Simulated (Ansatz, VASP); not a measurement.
**One calculation of NbAs, two programs**

INCAR

```
PREC     = Accurate       # precision mode
ENCUT    = 600            # plane-wave cutoff, eV
EDIFF    = 1E-6           # SCF threshold, eV
ISMEAR   = -1             # smearing method
SIGMA    = 0.1            # smearing width, eV
LREAL    = False          # projectors in reciprocal space
LASPH    = True           # aspherical terms in the spheres
NELM     = 60             # most SCF steps
ALGO     = Normal         # electronic algorithm
ISIF     = 3              # what is computed and relaxed
LWAVE    = False          # write WAVECAR
LCHARG   = False          # write CHGCAR
GGA      = PS             # functional
IBRION   = 2              # ionic algorithm
NSW      = 80             # ionic steps
EDIFFG   = -0.01          # ionic threshold
```

Contents of KPOINTS:

```
regular mesh
0
Gamma
  9 9 9
```

Contents of POSCAR:

```
NbAs
1.0
   -1.7258500000      1.7258500000      5.8400000000
    1.7258500000     -1.7258500000      5.8400000000
    1.7258500000      1.7258500000     -5.8400000000
Nb As
2 2
Direct
    0.0000000000      0.0000000000      0.0000000000
    0.7500000000      0.2500000000      0.5000000000
    0.4160000000      0.4160000000      0.0000000000
    0.1660000000      0.6660000000      0.5000000000
```

Input for Ansatz:

```yaml
crystal:
  lattice:
    - [-1.72585, 1.72585, 5.84]
    - [1.72585, -1.72585, 5.84]
    - [1.72585, 1.72585, -5.84]
  atoms:
    - { symbol: Nb, position: [0.0, 0.0, 0.0] }
    - { symbol: Nb, position: [0.75, 0.25, 0.5] }
    - { symbol: As, position: [0.416, 0.416, 0.0] }
    - { symbol: As, position: [0.166, 0.666, 0.5] }
  symmetry: { tolerance: 0.0003 }
hamiltonian:
  xc: pbesol
  pseudopotentials: { kind: paw, azcp: { folder: soft_1 } }
basis:
  ecutwfc: 420
magnetization:
  spin_polarized: false
scf:
  occupations: { method: fermi_dirac, width: 0.1 }
kpoints:
  mp_grid: { grid: [9, 9, 9], shift: [0, 0, 0] }
output:
  forces: true
  stress: true
  eigenvalues: true
relax:
  max_steps: 60
  cell: {}
```

Alike in both runs: task relaxation of cell and atoms; functional PBEsol; k mesh 9 × 9 × 9; occupations fermi-dirac, width 0.1 eV; no spin polarisation.

|  | VASP | Ansatz |
| --- | --- | --- |
| version | VASP 6.6.1 | Ansatz 0.2.0 |
| potentials or method | VASP PAW PBE potentials, release 64 (Nb_sv, As), cutoff 600 eV | PAW plane waves |
| valence electrons in the cell | 36 | 56 |

|  | VASP | Ansatz | Ansatz less VASP |
| --- | --- | --- | --- |
| gap on the k mesh at the Fermi level, each at its own relaxed structure (eV) | none | none | - |
| relaxed volume (Å³/atom) | 17.17 | 17.15 | -0.017 |
| relaxed cell length with the largest relative difference (Å) | 6.289 | 6.289 | -0.0006 |

VASP's potentials were made for PBE, not for PBEsol, and Ansatz warns of the same on its side. A gap of «none» marks a metal or a gap that the smearing closes. VASP's potentials hold 36 valence electrons a cell and Ansatz's 56, so a difference there can come from the potentials and not from the codes.
